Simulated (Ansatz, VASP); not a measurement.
Sb in VASP and in Ansatz

The input INCAR:

```
  ALGO = Normal
  EDIFF = 1E-6
  ENCUT = 520
  ISIF = 2
  ISMEAR = -1
  LASPH = True
  LCHARG = False
  LREAL = False
  LWAVE = False
  NBANDS = 12
  NELM = 60
  PREC = Accurate
  SIGMA = 0.05
```

KPOINTS

```
k-points
0
Gamma
  12 12 7
```

The input POSCAR:

```
Sb
1.0
    3.3690001795      0.0000000000      0.0000000000
   -1.6845000898      2.9176397408      0.0000000000
    0.0000000000      0.0000000000      5.3300000000
Sb
2
Direct
    0.3333333333      0.6666666667      0.2500000000
    0.6666666667      0.3333333333      0.7500000000
```

Input for Ansatz:

```yaml
crystal:
  lattice:
    - [3.3690001795, 0.0, 0.0]
    - [-1.6845000898, 2.9176397408, 0.0]
    - [0.0, 0.0, 5.33]
  atoms:
    - { symbol: Sb, position: [0.3333333333, 0.6666666667, 0.25] }
    - { symbol: Sb, position: [0.6666666667, 0.3333333333, 0.75] }
kpoints:
  mp_grid: { grid: [12, 12, 7] }
  band_path:
    path:
      - [0.0, 0.0, 0.0]
      - [0.5, 0.0, 0.0]
      - [0.3333333333, 0.3333333333, 0.0]
      - [0.0, 0.0, 0.0]
      - [0.0, 0.0, 0.5]
      - [0.5, 0.0, 0.5]
      - [0.3333333333, 0.3333333333, 0.5]
      - [0.0, 0.0, 0.5]
      - [0.5, 0.0, 0.5]
    npoints: 5
scf:
  occupations: { method: fermi_dirac, width: 0.05 }
hamiltonian:
  xc: lda
  pseudopotentials: { kind: all_electron, lapw: { basis_error: 0.0005 } }
output:
  forces: true
  stress: true
  eigenvalues: true
```

Alike in both runs: task single point; functional LDA; k mesh 12 × 12 × 7; occupations fermi-dirac, width 0.05 eV; no spin polarisation.

```csv
,VASP,Ansatz
version,VASP 6.6.1,Ansatz 0.2.0
potentials or method,"VASP PAW LDA potentials, release 64 (Sb), cutoff 520 eV","all-electron LAPW, scalar-relativistic"
```

Ansatz gave:

```
pressure (GPa)                                                : -1.4
traceless stress, the component that is largest in VASP (GPa) : -0.87
```

Problem. Estimate VASP's values.

Solution. Pressure (GPa): -1.3; traceless stress, the component that is largest in VASP (GPa): -0.87.

LDA's correlation is that of Perdew and Zunger in VASP and of Perdew and Wang (1992) in Ansatz. Ansatz ran all-electron here, and VASP with PAW potentials.

Spin-orbit coupling is off throughout.
